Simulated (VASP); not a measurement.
Set up this calculation in VASP 6.6.1, as the native input.

- Task: single point
- Functional: PBEsol
- Potentials or basis: VASP PAW PBE potentials, release 64 (Nb_sv, H)
- Cutoff: 520 eV
- k mesh: 16 × 16 × 16
- Occupations: gaussian, width 0.15 eV
- Spin: no spin polarisation
- Dipole correction: no
- Further INCAR settings: ALGO = Normal; EDIFF = 1e-06; NBANDS = 14

The structure of NbH2 lies in POSCAR:

```
NbH2
1.0
   -0.1743098877      2.1132214469      2.1132214469
    2.1132214469     -0.1743098877      2.1132214469
    2.1132214469      2.1132214469     -0.1743098877
Nb H
1 2
Direct
    0.0000000000      0.0000000000      0.0000000000
    0.2500000000      0.2500000000      0.2500000000
    0.7500000000      0.7500000000      0.7500000000
```

These files were run (other wordings do the same):

INCAR

```
PREC = Accurate
ENCUT = 520
EDIFF = 1E-6
ISMEAR = 0
SIGMA = 0.15
LREAL = F
LASPH = T
NELM = 100
ALGO = Normal
ISIF = 2
LWAVE = F
LCHARG = T
GGA = PS
LELF = T
LVHAR = T
NBANDS = 14
```

KPOINTS

```
regular mesh
0
Gamma
  16 16 16
```

Potentials or basis: VASP PAW PBE potentials, release 64 (Nb_sv, H).

Launch:

```bash
$ cat potpaw_PBE.64/Nb_sv/POTCAR potpaw_PBE.64/H/POTCAR > POTCAR
$ mpirun -np 1 vasp_std > vasp.out
```

It gave:

```yaml
Pressure: 22.9 GPa
Largest_force: 1.300 eV/Å
Band_gap_on_the_k_mesh: zero (an odd number of electrons rules out a gap without spin polarisation)
```

Caveat: the cell stands under pressure; the PAW data sets were made with another functional, which shifts forces and pressure a little.

It took 34 s on 1 thread of Intel(R) Xeon(R) 6975P-C (Granite Rapids), on a shared host, peak memory 0.24 GiB.
